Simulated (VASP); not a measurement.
# MoS2 (P6_3/mmc) in VASP: further runs

MoS2 is run at these levels: LDA, PBE, r2SCAN; tasks: electric field gradients.

Program: VASP 6.6.1. These are calculated values, not measurements. Logs are shortened: lines on timing, memory, paths and dates and some standing lists are left out, and cuts for length are marked.

## 1. The cell of the first run

Symmetry: P6_3/mmc, No. 194, hexagonal system. The conventional cell has a = 3.169 Å, b = 3.169 Å, c = 12.324 Å, α = 90.00°, β = 90.00°, γ = 120.00°. Within 3.2 Å of Mo (site symmetry -6m2) lie 6 S at 2.41 Å and 6 Mo at 3.17 Å. S (site symmetry 3m) has 3 Mo at 2.41 Å and 7 S at 3.13 to 3.17 Å within 3.2 Å.

## 2. Electric field gradients, LDA, collinear spin

File INCAR:

```
PREC     = Accurate       # precision mode
ENCUT    = 400            # plane-wave cutoff, eV
EDIFF    = 1E-8           # SCF threshold, eV
ISMEAR   = -1             # smearing method
SIGMA    = 0.02           # smearing width, eV
LREAL    = False          # projectors in reciprocal space
LASPH    = True           # aspherical terms in the spheres
NELM     = 200            # most SCF steps
ALGO     = Normal         # electronic algorithm
ISIF     = 2              # what is computed and relaxed
LWAVE    = False          # write WAVECAR
LCHARG   = False          # write CHGCAR
ISPIN    = 2              # spin polarisation
MAGMOM   = 2 2 0 0 0 0    # initial moments
LORBIT   = 11             # projections on sites
LMAXMIX  = 4              # l up to which the mixer works
GGA      = CA             # functional
LEFG     = True         
NBANDS   = 39             # bands
GGA_COMPAT= False
```

File KPOINTS:

```
Automatic mesh
0
Gamma
  11 11 3
```

File POSCAR:

```
MoS2
1.0
    3.1690000000      0.0000000000      0.0000000000
   -1.5845000000      2.7444345046      0.0000000000
    0.0000000000      0.0000000000     12.3240000000
Mo S
2 4
Direct
    0.3333333333      0.6666666667      0.2500000000
    0.6666666667      0.3333333333      0.7500000000
    0.3333333333      0.6666666667      0.6230000000
    0.6666666667      0.3333333333      0.1230000000
    0.3333333333      0.6666666667      0.8770000000
    0.6666666667      0.3333333333      0.3770000000
```

Potentials or basis: VASP PAW LDA potentials, release 64 (Mo_sv, S).

The run is started by

```
$ cat potpaw_LDA.64/Mo_sv/POTCAR potpaw_LDA.64/S/POTCAR > POTCAR
$ mpirun -np 1 vasp_std > vasp.out
```

OUTCAR:

```text
PREC = Accurate
   ENCUT = 400
   EDIFF = 1E-8
   ISMEAR = -1
   LREAL = False
   LASPH = True
   NELM = 200
   ISIF = 2
   ISPIN = 2
   LORBIT = 11
   GGA = CA

 ion  position               nearest neighbor table
   1  0.333  0.667  0.250-   4 2.41   6 2.41   4 2.41   6 2.41   4 2.41   6 2.41
   2  0.667  0.333  0.750-   3 2.41   5 2.41   3 2.41   5 2.41   3 2.41   5 2.41
   3  0.333  0.667  0.623-   2 2.41   2 2.41   2 2.41
   4  0.667  0.333  0.123-   1 2.41   1 2.41   1 2.41
   5  0.333  0.667  0.877-   2 2.41   2 2.41   2 2.41
   6  0.667  0.333  0.377-   1 2.41   1 2.41   1 2.41

  LATTYP: Found a hexagonal cell.
 ALAT       =     3.1690000000
 C/A-ratio  =     3.8889239508

  Lattice vectors:

 A1 = (   3.1690000000,   0.0000000000,   0.0000000000)
 A2 = (  -1.5845000000,   2.7444345046,   0.0000000000)
 A3 = (   0.0000000000,   0.0000000000,  12.3240000000)

Analysis of symmetry for initial positions (statically):
=====================================================================
 Subroutine PRICEL returns:
 Original cell was already a primitive cell.

 Routine SETGRP: Setting up the symmetry group for a
 hexagonal supercell.

 Subroutine GETGRP returns: Found 24 space group operations
 (whereof 12 operations were pure point group operations)
 out of a pool of 24 trial point group operations.

The static configuration has the point symmetry D_3d.
 The point group associated with its full space group is D_6h.

Analysis of symmetry for dynamics (positions and initial velocities):
=====================================================================
 Subroutine PRICEL returns:
 Original cell was already a primitive cell.

 Routine SETGRP: Setting up the symmetry group for a
 hexagonal supercell.

 Subroutine GETGRP returns: Found 24 space group operations
 (whereof 12 operations were pure point group operations)
 out of a pool of 24 trial point group operations.

The dynamic configuration has the point symmetry D_3d.
 The point group associated with its full space group is D_6h.

Analysis of structural, dynamic, and magnetic symmetry:
=====================================================================
 Subroutine PRICEL returns:
 Original cell was already a primitive cell.

 Routine SETGRP: Setting up the symmetry group for a
 hexagonal supercell.

 Subroutine GETGRP returns: Found 24 space group operations
 (whereof 12 operations were pure point group operations)
 out of a pool of 24 trial point group operations.

The overall configuration has the point symmetry D_3d.
 The point group associated with its full space group is D_6h.

 Subroutine INISYM returns: Found 24 space group operations
 (whereof 12 operations are pure point group operations),
 and found     1 'primitive' translations

----------------------------------------------------------------------------------------

                                     Primitive cell

  volume of cell :     107.1832

  direct lattice vectors                    reciprocal lattice vectors
     3.169000000  0.000000000  0.000000000     0.315556958  0.182186895  0.000000000
    -1.584500000  2.744434505  0.000000000     0.000000000  0.364373789  0.000000000
     0.000000000  0.000000000 12.324000000     0.000000000  0.000000000  0.081142486

  length of vectors
     3.169000000  3.169000000 12.324000000     0.364373789  0.364373789  0.081142486

  position of ions in fractional coordinates (direct lattice)
     0.333333333  0.666666667  0.250000000
     0.666666667  0.333333333  0.750000000
     0.333333333  0.666666667  0.623000000
     0.666666667  0.333333333  0.123000000
     0.333333333  0.666666667  0.877000000
     0.666666667  0.333333333  0.377000000

  ion indices of the primitive-cell ions
   primitive index   ion index
                 1           1
                 2           2
                 3           3
[... 100 lines left out ...]
   GGA     = CA    functional components
   LHFCALC =     F    Hartree Fock is set to
   AEXX    =    0.0000 exact exchange contribution
   IVDW    =     0    specifies the selected vdW correction
   LEPSILON=     F    determine dielectric tensor
   LRPA    =     F    only Hartree local field effects (RPA)
 spin polarized calculation
  energy-cutoff  :      400.00
  volume of cell :      107.18
 maximum number of plane-waves:      1967
 NGX is ok and might be reduce to    24
   NGX = 11   NGY = 11   NGZ = 41

 number of electron      52.0000000 magnetization       0.0001471

 Free energy of the ion-electron system (eV)
  ---------------------------------------------------
  ext. energy  EPLUGINS =         0.00000000
  ---------------------------------------------------
  free energy    TOTEN  =       -48.88464924 eV

  energy without entropy =      -48.88464924  energy(sigma->0) =      -48.88464924

 E-fermi :   7.7540     XC(G=0): -11.1179

 val. band max:        7.3558411509   @ k =   0.0000   0.0000   0.0000
 cond. band min:       8.1646820726   @ k =   0.1818   0.1818   0.0000
 fundamental gap:      0.8088409217
 Fermi energy:         7.7540363646

 spin component 1

 k-point     1 :       0.0000    0.0000    0.0000
  band No.  band energies     occupation
      1     -53.8075      1.00000
      2     -53.8074      1.00000
      3     -28.1615      1.00000
      4     -28.1609      1.00000
      5     -27.9254      1.00000
      6     -27.9254      1.00000
[... 973 lines left out ...]
     37      15.8499      0.00000
     38      15.9711      0.00000

 [... further k-points ...]

 spin component 2

 k-point     1 :       0.0000    0.0000    0.0000
  band No.  band energies     occupation
      1     -53.8075      1.00000
      2     -53.8075      1.00000
      3     -28.1615      1.00000
      4     -28.1609      1.00000
      5     -27.9254      1.00000
      6     -27.9254      1.00000
[... 973 lines left out ...]
     37      15.8499      0.00000
     38      15.9711      0.00000

 [... further k-points ...]

 [bands above 38 left out]

------------------------ aborting loop because EDIFF is reached ----------------------------------------

  FORCE on cell =-STRESS in cart. coord.  units (eV):
  Direction    XX          YY          ZZ          XY          YZ          ZX
  --------------------------------------------------------------------------------------
  -------------------------------------------------------------------------------------
  Total       -3.9421571     -3.9421571     -3.6652572      0.0000000     -0.0000000      0.0000000
  in kB      -58.9274582    -58.9274582    -54.7883519      0.0000000     -0.0000000      0.0000000
  external PRESSURE =     -57.5477561 kB  Pullay stress =       0.0000000 kB

 VOLUME and BASIS-vectors are now :
 -----------------------------------------------------------------------------
  energy-cutoff  :      400.00
  volume of cell :      107.18
      direct lattice vectors                 reciprocal lattice vectors
     3.169000000  0.000000000  0.000000000     0.315556958  0.182186895  0.000000000
    -1.584500000  2.744434505  0.000000000     0.000000000  0.364373789  0.000000000
     0.000000000  0.000000000 12.324000000     0.000000000  0.000000000  0.081142486

 POSITION                                       TOTAL-FORCE (eV/Angst)
 -----------------------------------------------------------------------------------
     -0.00000      1.82962      3.08100        -0.000000     -0.000000     -0.000000
      1.58450      0.91481      9.24300        -0.000000      0.000000     -0.000000
     -0.00000      1.82962      7.67785        -0.000000     -0.000000      0.463411
      1.58450      0.91481      1.51585         0.000000     -0.000000      0.463411
     -0.00000      1.82962     10.80815        -0.000000      0.000000     -0.463411
      1.58450      0.91481      4.64615         0.000000     -0.000000     -0.463411
 -----------------------------------------------------------------------------------
    total drift:                               -0.000000      0.000000     -0.000000

  FREE ENERGIE OF THE ION-ELECTRON SYSTEM (eV)
  ---------------------------------------------------
  free  energy   TOTEN  =       -48.8846492424 eV

  energy  without entropy=      -48.8846492424  energy(sigma->0) =      -48.88464924

 Electric field gradients (V/A^2)
---------------------------------------------------------------------
 ion       V_xx      V_yy      V_zz      V_xy      V_xz      V_yz
---------------------------------------------------------------------
   1      40.569    40.568   -81.138    -0.001     0.000    -0.000
   2      40.569    40.568   -81.138    -0.001    -0.000     0.000
   3      26.357    26.357   -52.714     0.000    -0.000     0.000
   4      26.357    26.357   -52.714     0.000     0.000    -0.000
   5      26.357    26.357   -52.714     0.000     0.000    -0.000
   6      26.357    26.357   -52.714     0.000    -0.000     0.000
---------------------------------------------------------------------

 Electric field gradients after diagonalization (V/A^2)
 (convention: |V_zz| > |V_xx| > |V_yy|)
----------------------------------------------------------------------
 ion       V_xx      V_yy      V_zz     asymmetry (V_yy - V_xx)/ V_zz
----------------------------------------------------------------------
   1      40.570    40.568   -81.138       0.000
   2      40.570    40.568   -81.138       0.000
   3      26.358    26.357   -52.714       0.000
   4      26.358    26.357   -52.714       0.000
   5      26.358    26.357   -52.714       0.000
   6      26.358    26.357   -52.714       0.000
----------------------------------------------------------------------

           NMR quadrupolar parameters

 Cq : quadrupolar parameter    Cq=e*Q*V_zz/h
 eta: asymmetry parameters     (V_yy - V_xx)/ V_zz
 Q  : nuclear electric quadrupole moment in mb (millibarn)
----------------------------------------------------------------------
 ion       Cq(MHz)       eta       Q (mb)
----------------------------------------------------------------------
   1      -0.196       0.000       1.000
   2      -0.196       0.000       1.000
   3      -0.127       0.000       1.000
   4      -0.127       0.000       1.000
   5      -0.127       0.000       1.000
   6      -0.127       0.000       1.000
----------------------------------------------------------------------

 total charge

# of ion       s       p       d       tot
------------------------------------------
    1        2.295   6.221   3.968  12.483
    2        2.295   6.221   3.968  12.483
    3        1.363   2.322   0.000   3.685
    4        1.363   2.322   0.000   3.685
    5        1.363   2.322   0.000   3.685
    6        1.363   2.322   0.000   3.685
--------------------------------------------------
tot         10.039  21.731   7.936  39.706

 magnetization (x)

# of ion       s       p       d       tot
------------------------------------------
    1       -0.000  -0.000  -0.000  -0.000
    2       -0.000  -0.000  -0.000  -0.000
    3       -0.000  -0.000   0.000  -0.000
    4       -0.000  -0.000   0.000  -0.000
    5       -0.000  -0.000   0.000  -0.000
    6       -0.000  -0.000   0.000  -0.000
--------------------------------------------------
tot         -0.000  -0.000  -0.000  -0.000
```

Run time: 3.1 min. Hardware: 1 thread of Intel Xeon Platinum 8488C (Sapphire Rapids), shared host; peak memory 0.25 GiB.

Results:

```
Free energy                                           : -48.8846 eV
Pressure                                              : -5.8 GPa
Largest force                                         : 0.463 eV/Å
Band gap on the k mesh                                : 0.81 eV (least direct gap 1.82 eV)
Net moment                                            : 0.00 μB per cell
Largest electric field gradient by atom               : Mo -81.1; S -52.7 V/Å²
Valence electrons inside the program's atomic spheres : Mo 12.48; S 3.69
```

Forces on the atoms (eV/Å):
```
Mo   0.000  0.000  0.000
Mo   0.000  0.000  0.000
S    0.000  0.000  0.463
S    0.000  0.000  0.463
S    0.000  0.000 -0.463
S    0.000  0.000 -0.463
```

Stress tensor (GPa, compression positive):
```
-5.89  0.00  0.00
 0.00 -5.89  0.00
 0.00  0.00 -5.48
```

Electric field gradients, principal values (V/Å²):
| atom | least | middle | greatest (by size) |
| --- | --- | --- | --- |
| 1 Mo | 40.568 | 40.570 | -81.138 |
| 2 Mo | 40.568 | 40.570 | -81.138 |
| 3 S | 26.357 | 26.358 | -52.714 |
| 4 S | 26.357 | 26.358 | -52.714 |
| 5 S | 26.357 | 26.358 | -52.714 |
| 6 S | 26.357 | 26.358 | -52.714 |

Caveat: the cell stands under tension; without QUAD_EFG the Cq values of the log hold for a quadrupole moment of 1 mb, not for the nuclei; an odd mesh through Γ misses points on the zone boundary, where band edges can lie.

(Continued in part 2 of 3.)
